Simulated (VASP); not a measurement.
Wanted: the native input for a VASP 6.6.1 run.

| Quantity | Value |
| --- | --- |
| Task | single point |
| Functional | r2SCAN |
| Potentials or basis | VASP PAW PBE potentials, release 64 (B, N) |
| Cutoff | 520 eV |
| k mesh | 12 × 12 × 12 |
| Occupations | gaussian, width 0.05 eV |
| Spin | no spin polarisation |
| Dipole correction | no |
| Further INCAR settings | ALGO = Normal; EDIFF = 1e-06; NBANDS = 11 |

Crystal: BN.

```xyz
2
Lattice="0.0000 1.9139 1.6268 1.9139 0.0000 1.6268 1.9139 1.9139 0.0000" Properties=species:S:1:pos:R:3 pbc="T T T"
B     0.0000    0.0000    0.0000
N     2.8709    2.8709    2.4403
```

This cell differs from its parent crystal: ratio of the length along z to the lengths across it x 0.85, volume and fractional coordinates fixed.

One way to write it, as run:

POSCAR

```
BN
1.0
    0.0000000000      1.9139256747      1.6268368235
    1.9139256747      0.0000000000      1.6268368235
    1.9139256747      1.9139256747      0.0000000000
B N
1 1
Direct
    0.0000000000      0.0000000000      0.0000000000
    0.7500000000      0.7500000000      0.7500000000
```

INCAR.step1

```
SYSTEM = BN
PREC = Accurate
ENCUT = 520
ISMEAR = 0
SIGMA = 0.05
LREAL = .FALSE.
LASPH = .TRUE.
NELM = 100
NBANDS = 11
GGA = PE
ALGO = Normal
EDIFF = 1E-4
LWAVE = .TRUE.
LCHARG = .FALSE.
```

INCAR.step2

```
SYSTEM = BN
PREC = Accurate
ENCUT = 520
EDIFF = 1E-6
ISMEAR = 0
SIGMA = 0.05
LREAL = .FALSE.
LASPH = .TRUE.
NELM = 100
ALGO = Normal
ISIF = 2
LWAVE = .FALSE.
LCHARG = .FALSE.
METAGGA = R2SCAN
LMIXTAU = .TRUE.
NBANDS = 11
ISTART = 1
```

KPOINTS

```
Automatic mesh
0
G
  12 12 12
  0 0 0
```

Potentials or basis: VASP PAW PBE potentials, release 64 (B, N).

Run with:

```bash
$ cat potpaw_PBE.64/B/POTCAR potpaw_PBE.64/N/POTCAR > POTCAR
$ cp INCAR.step1 INCAR
$ mpirun -np 1 vasp_std > vasp.out
$ cp INCAR.step2 INCAR
$ mpirun -np 1 vasp_std > vasp.out
```

It gave:

```yaml
Pressure: -4.7 GPa
Band_gap_on_the_k_mesh: 2.58 eV, indirect (least direct gap 8.15 eV)
```

Caveat: the PAW data sets were made with another functional, which shifts forces and pressure a little.

Run time: 50 s on 1 thread of Intel(R) Xeon(R) Platinum 8488C (Sapphire Rapids) (shared host), peak memory 0.13 GiB.
